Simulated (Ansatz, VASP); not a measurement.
## One calculation of BN, two programs

INCAR

```
SYSTEM = BN
ALGO = Normal
EDIFF = 1E-6
ENCUT = 520
GGA = PS
ISIF = 2
ISMEAR = -1
LASPH = .True.
LCHARG = .False.
LREAL = .False.
LWAVE = .False.
NBANDS = 11
NELM = 60
PREC = Accurate
SIGMA = 0.05
```

Contents of KPOINTS:

```
k-points
0
Gamma
  13 13 13
  0 0 0
```

The input POSCAR:

```
BN
1.0
    0.0000000000      1.8368590123      1.8368590123
    1.8368590123      0.0000000000      1.8368590123
    1.8368590123      1.8368590123      0.0000000000
N B
1 1
Direct
    0.2500000000      0.2500000000      0.2500000000
    0.0000000000      0.0000000000      0.0000000000
```

input.yaml

```yaml
crystal:
  lattice:
    - [0.0, 1.8368590123, 1.8368590123]
    - [1.8368590123, 0.0, 1.8368590123]
    - [1.8368590123, 1.8368590123, 0.0]
  atoms:
    - { symbol: "N", position: [0.25, 0.25, 0.25] }
    - { symbol: B, position: [0.0, 0.0, 0.0] }
kpoints:
  mp_grid: { grid: [13, 13, 13] }
scf:
  occupations: { method: fermi_dirac, width: 0.05 }
hamiltonian:
  xc: pbesol
  pseudopotentials: { kind: all_electron, lapw: { basis_error: 0.001 } }
output:
  forces: true
  stress: true
  eigenvalues: true
```

Change from the starting cell: volume scaled by 1.04.

Alike in both runs: task single point; functional PBEsol; k mesh 13 × 13 × 13; occupations fermi-dirac, width 0.05 eV; no spin polarisation.

|  | VASP | Ansatz |
| --- | --- | --- |
| version | VASP 6.6.1 | Ansatz 0.2.0 |
| potentials or method | VASP PAW PBE potentials, release 64 (N, B), cutoff 520 eV | all-electron LAPW, scalar-relativistic |

|  | VASP | Ansatz | Ansatz less VASP |
| --- | --- | --- | --- |
| gap on the k mesh at the Fermi level (eV) | 4.30 | 4.30 | +0.007 |
| least direct gap on the mesh (eV) | 8.54 | 8.54 | +0.003 |
| pressure (GPa) | -19.1 | -19.5 | -0.42 |

VASP's potentials were made for PBE, not for PBEsol. Ansatz ran all-electron here, and VASP with PAW potentials.
